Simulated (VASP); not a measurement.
# Si2NiPt: relaxation of shape and atoms at fixed volume with PBE

Si2NiPt:

```xyz
4
Lattice="3.2751 0.0000 0.0000 0.0000 3.2751 0.0000 0.0000 0.0000 4.8353" Properties=species:S:1:pos:R:3 pbc="T T T"
Si    1.6375    1.6375    4.0396
Si    0.0000    0.0000    0.7241
Ni    0.0000    0.0000    3.2660
Pt    1.6375    1.6375    1.6411
```

This cell differs from its parent crystal: volume scaled by 0.97.

| Item | Value |
| --- | --- |
| Program | VASP 6.6.1 |
| Task | relaxation of shape and atoms at fixed volume |
| Functional | PBE |
| Potentials or basis | VASP PAW PBE potentials, release 64 (Si, Ni, Pt) |
| Cutoff | 600 eV |
| k mesh | 14 × 14 × 10 |
| Occupations | gaussian, width 0.1 eV |
| Spin | no spin polarisation |
| Dipole correction | no |
| Further INCAR settings | ALGO = Normal; EDIFF = 1e-06; IBRION = 2; EDIFFG = -0.01; NSW = 50; ISIF = 4 |

```json
{
  "Energy gained by relaxing": "0.9 meV/atom",
  "Ionic steps": "5",
  "Pressure after relaxing": "5.5 GPa",
  "Largest force after relaxing": "0.010 eV/Å",
  "Band gap on the k mesh": "zero (band 14 reaches 13.61 eV, above the bottom of band 15 at 11.04 eV)"
}
```

Forces in eV/Å, atoms in the order of the input:
```
Si   0.000  0.000  0.009
Si   0.000  0.000  0.000
Ni   0.000  0.000  0.000
Pt   0.000  0.000 -0.010
```

Step by step:
| step | energy change (eV) | largest force (eV/Å) | pressure (GPa) | volume (Å³) |
| --- | --- | --- | --- | --- |
| 1 | 0.0000 | 0.1224 | 6.14 | 51.86 |
| 2 | -0.0031 | 0.0948 | 5.53 | 51.86 |
| 3 | -0.0031 | 0.0947 | 5.50 | 51.86 |
| 4 | -0.0035 | 0.0189 | 5.50 | 51.86 |
| 5 | -0.0035 | 0.0096 | 5.54 | 51.86 |

Final structure:
```
Si Ni Pt
1.0
     3.26629    0.00000    0.00000
     0.00000    3.26629    0.00000
     0.00000    0.00000    4.86132
Si Ni Pt
2 1 1
Direct
  0.50000 0.50000 0.83688
  0.00000 0.00000 0.14739
  0.00000 0.00000 0.67448
  0.50000 0.50000 0.34125
```

Levels at points of the mesh, in eV from the Fermi level:
| k point | band 10 | band 11 | band 12 | band 13 | band 14 | band 15 | band 16 | band 17 | band 18 |
| --- | --- | --- | --- | --- | --- | --- | --- | --- | --- |
| (0.00, 0.00, 0.00) | -2.71 | -2.71 | -2.37 | -2.28 | -0.72 | -0.72 | 2.71 | 4.56 | 5.07 |
| (0.50, 0.00, 0.00) | -3.06 | -2.92 | -2.63 | -2.63 | -2.04 | 0.85 | 2.10 | 3.38 | 4.11 |
| (0.50, 0.50, 0.00) | -3.34 | -2.66 | -2.32 | -1.99 | -1.98 | 0.92 | 1.81 | 1.81 | 2.32 |
| (0.00, 0.00, 0.50) | -3.08 | -3.08 | -2.42 | 1.33 | 1.85 | 1.85 | 2.26 | 2.26 | 2.32 |
| (0.50, 0.00, 0.50) | -2.75 | -2.56 | -2.37 | -2.27 | -1.92 | 3.54 | 4.13 | 4.48 | 4.72 |
| (0.50, 0.50, 0.50) | -2.85 | -2.66 | -2.20 | -2.00 | -1.98 | -0.12 | -0.12 | 0.11 | 2.03 |

Wall time 10 min on 1 thread of Oxide Virtual Turin-like Processor, on a shared host, peak memory 0.38 GiB.

Caveat: the cell differs from its parent crystal (volume scaled by 0.97); spin-orbit coupling is left out, which moves the levels of the heavy elements. Spin polarisation is off, so any magnetic state and its effect on volume and gap are missing.
